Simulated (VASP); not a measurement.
Here is a VASP 6.6.1 calculation.

File INCAR:

```
SYSTEM = Ag
PREC = Accurate
ENCUT = 500
EDIFF = 1E-7
ISMEAR = 0
SIGMA = 0.1
LREAL = .False.
LASPH = .True.
NELM = 120
ALGO = Normal
ISIF = 3
LWAVE = .False.
LCHARG = .False.
GGA = PE
IBRION = 2
NSW = 100
EDIFFG = -0.01
GGA_COMPAT = .False.
NELMIN = 4
```

Contents of KPOINTS:

```
Automatic mesh
0
Gamma
  24 24 24
  0 0 0
```

File POSCAR:

```
Ag
1.0
   -1.6556540000      1.6556540000      1.6556540000
    1.6556540000     -1.6556540000      1.6556540000
    1.6556540000      1.6556540000     -1.6556540000
Ag
1
Direct
    0.0000000000      0.0000000000      0.0000000000
```

Potentials or basis: VASP PAW PBE potentials, release 64 (Ag).

The run is started by

```sh
$ cat potpaw_PBE.64/Ag/POTCAR > POTCAR
$ mpirun -np 1 vasp_std > vasp.out
```

Question: What does it give for the relaxed cell?

Answer: a = 2.859 Å, b = 2.859 Å, c = 2.859 Å, α = 109.47°, β = 109.47°, γ = 109.47°.

Question: What does it give for the band gap on the k mesh?

Answer: Zero (an odd number of electrons rules out a gap without spin polarisation).

Question: Estimate the space group after relaxing (to 0.1 Å).

Answer: Im-3m (No. 229).

Question: What does it give for the relaxed volume?

Answer: 17.99 Å³/atom.

The path:
| step | energy change (eV) | largest force (eV/Å) | pressure (GPa) | volume (Å³) |
| --- | --- | --- | --- | --- |
| 1 | 0.0000 | 0.0000 | -0.77 | 18.15 |
| 2 | -0.0004 | 0.0000 | 0.31 | 17.92 |
| 3 | -0.0004 | 0.0000 | 0.03 | 17.99 |
